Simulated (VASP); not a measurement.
InAs: vibrations by perturbation theory with PBEsol

Crystal: InAs.

```
In As
1.0
     0.00000    2.87730    2.87730
     2.87730    0.00000    2.87730
     2.87730    2.87730    0.00000
In As
1 1
Direct
  0.50000 0.50000 0.50000
  0.00000 0.00000 0.00000
```

| Item | Value |
| --- | --- |
| Program | VASP 6.6.1 |
| Task | vibrations by perturbation theory |
| Functional | PBEsol |
| Potentials or basis | VASP PAW PBE potentials, release 64 (In_d, As) |
| Cutoff | 520 eV |
| k mesh | 8 × 8 × 8 |
| Occupations | fermi-dirac, width 0.05 eV |
| Spin | no spin polarisation |
| Dipole correction | no |
| Further INCAR settings | ALGO = Normal; EDIFF = 1e-08; IBRION = 8; NSW = 1 |

| Property | Result |
| --- | --- |
| Highest phonon frequency at Γ, LO-TO splitting left out | 109 cm⁻¹ |

Phonon frequencies in cm⁻¹ (negative: imaginary):
```csv
q point,frequencies
"(0.000, 0.000, 0.000)",0 0 0 109 109 109
```

Run time: 98 s on 1 thread of Intel(R) Xeon(R) Platinum 8488C (Sapphire Rapids), on a shared host, peak memory 0.25 GiB.

Caveat: the cell wasn't relaxed at this level first, which shifts response properties.
